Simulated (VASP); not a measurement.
Wanted: the native input for a VASP 6.6.1 run.

* Task: single point
* Functional: PBEsol
* Potentials or basis: VASP PAW PBE potentials, release 64 (Ti_sv, C)
* Cutoff: 520 eV
* k mesh: 16 × 16 × 16
* Occupations: fermi-dirac, width 0.03 eV
* Spin: no spin polarisation
* Dipole correction: no
* Further INCAR settings: ALGO = Normal; EDIFF = 1e-06; NBANDS = 15

The structure of TiC lies in POSCAR:

```
TiC
1.0
    0.0000000000      2.1711894216      2.1711894216
    2.1711894216      0.0000000000      2.1711894216
    2.1711894216      2.1711894216      0.0000000000
Ti C
1 1
Direct
    0.0000000000      0.0000000000      0.0000000000
    0.5000000000      0.5000000000      0.5000000000
```

These files were run (other wordings do the same):

INCAR

```
SYSTEM = TiC
PREC = Accurate
ENCUT = 520
EDIFF = 1E-6
ISMEAR = -1
SIGMA = 0.03
LREAL = .FALSE.
LASPH = .TRUE.
NELM = 80
ALGO = Normal
ISIF = 2
LWAVE = .FALSE.
LCHARG = .TRUE.
GGA = PS
LELF = .TRUE.
LVHAR = .TRUE.
NBANDS = 15
```

KPOINTS

```
Automatic mesh
0
G
  16 16 16
  0 0 0
```

Potentials or basis: VASP PAW PBE potentials, release 64 (Ti_sv, C).

Launch:

```sh
$ cat potpaw_PBE.64/Ti_sv/POTCAR potpaw_PBE.64/C/POTCAR > POTCAR
$ mpirun -np 1 vasp_std > vasp.out
```

It gave:

The pressure is -8.3 GPa and the band gap on the k mesh is zero (bands 8 and 9 overlap by 1.07 eV).

Caveat: the cell stands under tension; the PAW data sets were made with another functional, which shifts forces and pressure a little.

Wall time 42 s on 1 thread of Intel Xeon 8259CL, with other jobs on the host, peak memory 0.17 GiB.
